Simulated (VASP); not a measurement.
# BaTiO3 (Pm) in VASP: further runs

Runs on BaTiO3. Level: PBE+U. Tasks: single point.

All numbers are computed with VASP 6.6.1; they aren't measurements. Logs are shortened: lines on timing, memory, paths and dates and some standing lists are left out, and cuts for length are marked.

### 1 The cell of the first run

Symmetry: Pm, No. 6, monoclinic system. The conventional cell has a = 4.072 Å, b = 4.008 Å, c = 4.072 Å, α = 90.00°, β = 90.25°, γ = 90.00°. Within 3.7 Å of Ba (site symmetry m) lie 12 O at 2.79 to 2.98 Å and 8 Ti at 3.44 to 3.57 Å. Within 2.5 Å of Ti (site symmetry m) lie 6 O at 1.89 to 2.18 Å. Within 3.0 Å of O (site symmetry m) lie 2 Ti at 2.01 Å and 4 Ba at 2.79 to 2.98 Å and 8 O at 2.83 to 2.88 Å. Within 2.7 Å of O (site symmetry m) lie 2 Ti at 2.01 to 2.07 Å. O (site symmetry m) has 2 Ti at 1.89 to 2.18 Å within 2.5 Å.

### 2 Single point, PBE+U (atom 2 (Ti) moved +0.120 Å towards its neighbour atom 4 (O) at 2.189 Å)

The input, INCAR:

```
SYSTEM = BaTiO3
PREC = Accurate ; ENCUT = 520
EDIFF = 1E-6 ; ISMEAR = 0
SIGMA = 0.05 ; LREAL = .False.
LASPH = .True. ; NELM = 150
ALGO = Normal ; ISIF = 2
LWAVE = .False. ; LCHARG = .False.
LMAXMIX = 4 ; LDAU = .True.
LDAUTYPE = 2 ; LDAUL = -1 2 -1
LDAUU = 0 4 0 ; LDAUJ = 0 0 0
LDAUPRINT = 1 ; GGA = PE
NBANDS = 28
```

The input, KPOINTS:

```
Automatic mesh
0
Gamma
  6 6 6
  0 0 0
```

The input, POSCAR:

```
BaTiO3
1.0
    4.0082194746      0.0000000000      0.0000000000
    0.0000000000      2.8732814721      2.8859183788
    0.0000000000     -2.8732814721      2.8859183788
Ba Ti O
1 1 3
Direct
    0.0000000000      0.0080771845      0.0080771845
    0.5000000000      0.5182891658      0.4902829540
    0.0000000000      0.4916268390      0.4916268390
    0.5000000000      0.4938075372      0.9829991522
    0.5000000000      0.9829991522      0.4938075372
```

Potentials or basis: VASP PAW PBE potentials, release 64 (Ba_sv, Ti_sv, O).

On the command line:

```console
> cat potpaw_PBE.64/Ba_sv/POTCAR potpaw_PBE.64/Ti_sv/POTCAR potpaw_PBE.64/O/POTCAR > POTCAR
> mpirun -np 1 vasp_std > vasp.out
```

OUTCAR:

```text
SYSTEM = BaTiO3
   PREC = Accurate
   ENCUT = 520
   EDIFF = 1E-6
   ISMEAR = 0
   LREAL = .False.
   LASPH = .True.
   NELM = 150
   ISIF = 2
   GGA = PE

 ion  position               nearest neighbor table
   1  0.000  0.008  0.008-   3 2.79   4 2.82   5 2.82   4 2.82   5 2.82   3 2.87   3 2.87   5 2.90
                             4 2.90   5 2.90   4 2.90   3 2.98   2 3.44   2 3.44   2 3.50   2 3.50
   2  0.500  0.518  0.490-   5 1.89   3 2.01   3 2.01   4 2.01   4 2.07   5 2.18   1 3.44   1 3.44
                             1 3.50   1 3.50   1 3.53   1 3.53   1 3.57   1 3.57
   3  0.000  0.492  0.492-   2 2.01   2 2.01   1 2.79   1 2.87   1 2.87   1 2.98
   4  0.500  0.494  0.983-   2 2.01   2 2.07   1 2.82   1 2.82   1 2.90   1 2.90
   5  0.500  0.983  0.494-   2 1.89   2 2.18   1 2.82   1 2.82   1 2.90   1 2.90

  LATTYP: Found a base centered orthorhombic cell.
 ALAT       =     5.7465629442
 B/A-ratio  =     1.0043980748
 C/A-ratio  =     0.6974985767

  Lattice vectors:

 A1 = (   0.0000000000,   2.8732814721,  -2.8859183788)
 A2 = (   0.0000000000,   2.8732814721,   2.8859183788)
 A3 = (   4.0082194746,   0.0000000000,   0.0000000000)

Analysis of symmetry for initial positions (statically):
=====================================================================
 Subroutine PRICEL returns:
 Original cell was already a primitive cell.

 Routine SETGRP: Setting up the symmetry group for a
 base centered orthorhombic supercell.

 Subroutine GETGRP returns: Found  2 space group operations
 (whereof  2 operations were pure point group operations)
 out of a pool of  8 trial point group operations.

The static configuration has the point symmetry C_1h.

Analysis of symmetry for dynamics (positions and initial velocities):
=====================================================================
 Subroutine PRICEL returns:
 Original cell was already a primitive cell.

[... 163 lines left out ...]
  0.0000  0.2344  0.0045  0.0000 -0.0046
  0.0000  0.0045  0.1384  0.0000 -0.0554
  0.0044  0.0000  0.0000  0.1053  0.0000
  0.0000 -0.0046 -0.0554  0.0000  0.2032

spin component  2

  0.1055  0.0000  0.0000  0.0044  0.0000
  0.0000  0.2344  0.0045  0.0000 -0.0046
  0.0000  0.0045  0.1384  0.0000 -0.0554
  0.0044  0.0000  0.0000  0.1053  0.0000
  0.0000 -0.0046 -0.0554  0.0000  0.2032

 occupancies and eigenvectors

  o =  0.1010  v = -0.6981  0.0000  0.0000  0.7160  0.0000  0.0000  0.0000  0.0000  0.0000  0.0000      0.0000  0.0000  0.0000  0.0000  0.0000  0.0000  0.0000  0.0000  0.0000  0.0000
  o =  0.1010  v =  0.0000  0.0000  0.0000  0.0000  0.0000 -0.6981  0.0000  0.0000  0.7160  0.0000      0.0000  0.0000  0.0000  0.0000  0.0000  0.0000  0.0000  0.0000  0.0000  0.0000
  o =  0.1066  v =  0.0000 -0.0125  0.8676  0.0000  0.4972  0.0000  0.0000  0.0000  0.0000  0.0000      0.0000  0.0000  0.0000  0.0000  0.0000  0.0000  0.0000  0.0000  0.0000  0.0000
  o =  0.1066  v =  0.0000  0.0000  0.0000  0.0000  0.0000  0.0000 -0.0125  0.8676  0.0000  0.4972      0.0000  0.0000  0.0000  0.0000  0.0000  0.0000  0.0000  0.0000  0.0000  0.0000
  o =  0.1098  v =  0.0000  0.0000  0.0000  0.0000  0.0000 -0.7160  0.0000  0.0000 -0.6981  0.0000      0.0000  0.0000  0.0000  0.0000  0.0000  0.0000  0.0000  0.0000  0.0000  0.0000
  o =  0.1098  v = -0.7160  0.0000  0.0000 -0.6981  0.0000  0.0000  0.0000  0.0000  0.0000  0.0000      0.0000  0.0000  0.0000  0.0000  0.0000  0.0000  0.0000  0.0000  0.0000  0.0000
  o =  0.2284  v =  0.0000  0.7231 -0.3356  0.0000  0.6037  0.0000  0.0000  0.0000  0.0000  0.0000      0.0000  0.0000  0.0000  0.0000  0.0000  0.0000  0.0000  0.0000  0.0000  0.0000
  o =  0.2284  v =  0.0000  0.0000  0.0000  0.0000  0.0000  0.0000  0.7231 -0.3356  0.0000  0.6037      0.0000  0.0000  0.0000  0.0000  0.0000  0.0000  0.0000  0.0000  0.0000  0.0000
  o =  0.2409  v =  0.0000  0.0000  0.0000  0.0000  0.0000  0.0000  0.6906  0.3671  0.0000 -0.6232      0.0000  0.0000  0.0000  0.0000  0.0000  0.0000  0.0000  0.0000  0.0000  0.0000
  o =  0.2409  v =  0.0000  0.6906  0.3671  0.0000 -0.6232  0.0000  0.0000  0.0000  0.0000  0.0000      0.0000  0.0000  0.0000  0.0000  0.0000  0.0000  0.0000  0.0000  0.0000  0.0000

 number of electron      39.9999991 magnetization

 Free energy of the ion-electron system (eV)
  ---------------------------------------------------
  ext. energy  EPLUGINS =         0.00000000
  ---------------------------------------------------
  free energy    TOTEN  =       -37.30592083 eV

  energy without entropy =      -37.30592083  energy(sigma->0) =      -37.30592083

 E-fermi :   4.0745     XC(G=0): -11.0706

 val. band max:        3.7459289842   @ k =   0.5000   0.5000   0.5000
 cond. band min:       5.9406336227   @ k =   0.0000   0.0000   0.0000
 fundamental gap:      2.1947046386
 Fermi energy:         4.0744628488

 k-point     1 :       0.0000    0.0000    0.0000
  band No.  band energies     occupation
      1     -54.0846      2.00000
      2     -30.2669      2.00000
      3     -30.2324      2.00000
      4     -30.2309      2.00000
      5     -21.2249      2.00000
      6     -13.1781      2.00000
[... 733 lines left out ...]
     27      11.5188      0.00000
     28      12.1365      0.00000

 [... further k-points ...]

------------------------ aborting loop because EDIFF is reached ----------------------------------------

  FORCE on cell =-STRESS in cart. coord.  units (eV):
  Direction    XX          YY          ZZ          XY          YZ          ZX
  --------------------------------------------------------------------------------------
  -------------------------------------------------------------------------------------
  Total        1.3229149      0.9165375      0.5049426      0.0000000      0.5892405      0.0000000
  in kB       31.8859085     22.0910882     12.1705143      0.0000000     14.2023261      0.0000000
  external PRESSURE =      22.0491703 kB  Pullay stress =       0.0000000 kB

 VOLUME and BASIS-vectors are now :
 -----------------------------------------------------------------------------
  energy-cutoff  :      520.00
  volume of cell :       66.47
      direct lattice vectors                 reciprocal lattice vectors
     4.008219475  0.000000000  0.000000000     0.249487336  0.000000000  0.000000000
     0.000000000  2.873281472  2.885918379     0.000000000  0.174017062  0.173255073
     0.000000000 -2.873281472  2.885918379     0.000000000 -0.174017062  0.173255073

 POSITION                                       TOTAL-FORCE (eV/Angst)
 -----------------------------------------------------------------------------------
      0.00000      0.00000      0.04662         0.000000      0.287352     -0.347459
      2.00411      0.08047      2.91066         0.000000     -0.454421      0.019764
      0.00000      0.00000      2.83759         0.000000      0.089580     -0.090744
      2.00411     -1.40559      4.26194         0.000000     -0.273135      0.274291
      2.00411      1.40559      4.26194         0.000000      0.350624      0.144148
 -----------------------------------------------------------------------------------
    total drift:                                0.000000     -0.000210     -0.000714

  FREE ENERGIE OF THE ION-ELECTRON SYSTEM (eV)
  ---------------------------------------------------
  free  energy   TOTEN  =       -37.3059208255 eV

  energy  without entropy=      -37.3059208255  energy(sigma->0) =      -37.30592083
```

Run time: 4.6 min. Hardware: 1 thread of Intel Xeon Platinum 8259CL at 2.50GHz (Skylake/Cascade Lake), shared host; peak memory 0.28 GiB.

What came out:

```
Free energy            : -37.3059 eV
Pressure               : 2.2 GPa
Largest force          : 0.455 eV/Å
Band gap on the k mesh : 2.19 eV (least direct gap 2.55 eV)
```

Forces on the atoms (eV/Å):
```
Ba   0.000  0.287 -0.347
Ti   0.000 -0.454  0.020
O    0.000  0.090 -0.091
O    0.000 -0.273  0.274
O    0.000  0.351  0.144
```

Stress tensor (GPa, compression positive):
```
3.19 0.00 0.00
0.00 2.21 1.42
0.00 1.42 1.22
```

Levels at points of the mesh, in eV from the valence-band top:
| k point | band 18 | band 19 | band 20 | band 21 | band 22 | band 23 |
| --- | --- | --- | --- | --- | --- | --- |
| (0.00, 0.00, 0.00) | -0.41 | -0.36 | -0.36 | 2.19 | 2.35 | 2.38 |
| (0.50, 0.00, 0.00) | -1.67 | -1.02 | -0.94 | 2.49 | 3.81 | 3.83 |
| (0.00, 0.50, 0.00) | -1.80 | -0.78 | -0.77 | 2.35 | 3.79 | 3.80 |
| (0.00, 0.00, 0.50) | -1.56 | -1.03 | -0.93 | 2.52 | 3.72 | 3.74 |
| (0.50, 0.50, 0.00) | -0.88 | -0.86 | -0.18 | 3.81 | 3.86 | 4.21 |
| (0.50, 0.00, 0.50) | -1.02 | -1.01 | -0.08 | 3.76 | 3.87 | 4.23 |
| (0.00, 0.50, 0.50) | -1.02 | -1.00 | -0.21 | 3.75 | 3.82 | 4.15 |
| (0.50, 0.50, 0.50) | -0.13 | -0.11 | 0.00 | 4.36 | 4.41 | 4.43 |

Eigenvalues of the final occupation matrices:
```tsv
site	spin	trace	eigenvalues
site 2 d	1	0.79	0.10 0.11 0.11 0.23 0.24
site 2 d	2	0.79	0.10 0.11 0.11 0.23 0.24
```

Caveat: the cell differs from its parent crystal (atom 2 (Ti) moved +0.120 Å towards its neighbour atom 4 (O) at 2.189 Å); spin-orbit coupling is left out, which moves the levels of the heavy elements. A k mesh can miss the band edges.

[end of part 1 of 2]
